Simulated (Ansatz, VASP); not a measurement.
## W in VASP and in Ansatz

INCAR

```
PREC     = Accurate       # precision mode
ENCUT    = 520            # plane-wave cutoff, eV
EDIFF    = 1E-6           # SCF threshold, eV
ISMEAR   = 0              # smearing method
SIGMA    = 0.1            # smearing width, eV
LREAL    = F              # projectors in reciprocal space
LASPH    = T              # aspherical terms in the spheres
NELM     = 60             # most SCF steps
ALGO     = Fast           # electronic algorithm
ISIF     = 2              # what is computed and relaxed
LWAVE    = F              # write WAVECAR
LCHARG   = T              # write CHGCAR
GGA      = PE             # functional
LELF     = T              # ELF
LVHAR    = T            
NBANDS   = 13             # bands
```

Contents of KPOINTS:

```
regular mesh
0
Gamma
  18 18 18
```

File POSCAR:

```
W
1.0
   -1.5592833161      1.5592833161      1.5592833161
    1.5592833161     -1.5592833161      1.5592833161
    1.5592833161      1.5592833161     -1.5592833161
W
1
Direct
    0.0000000000      0.0000000000      0.0000000000
```

Input for Ansatz:

```yaml
crystal:
  lattice:
    - [-1.5592833161, 1.5592833161, 1.5592833161]
    - [1.5592833161, -1.5592833161, 1.5592833161]
    - [1.5592833161, 1.5592833161, -1.5592833161]
  atoms:
    - { symbol: W, position: [0.0, 0.0, 0.0] }
basis:
  ecutwfc: 420
kpoints:
  mp_grid: { grid: [18, 18, 18] }
hamiltonian:
  xc: pbe
scf:
  occupations: { method: gaussian, width: 0.1 }
output:
  forces: true
  stress: true
  eigenvalues: true
  write_density: true
  write_potential: true
  elf: true
  volumetric_format: npy
```

Alike in both runs: task single point; functional PBE; k mesh 18 × 18 × 18; occupations gaussian, width 0.1 eV; no spin polarisation.

|  | VASP | Ansatz |
| --- | --- | --- |
| version | VASP 6.6.1 | Ansatz 0.2.0 |
| potentials or method | VASP PAW PBE potentials, release 64 (W_sv), cutoff 520 eV | scalar-relativistic, plane waves, PAW |
| valence electrons in the cell | 14 | 14 |

|  | VASP | Ansatz | Ansatz less VASP |
| --- | --- | --- | --- |
| gap on the k mesh at the Fermi level (eV) | none | none | - |
| pressure (GPa) | 22.4 | 21.6 | -0.79 |

A gap of «none» marks a metal or a gap that the smearing closes. With one functional, cell and mesh, what is left measures potentials, basis and numerics.

Spin-orbit coupling is off throughout.
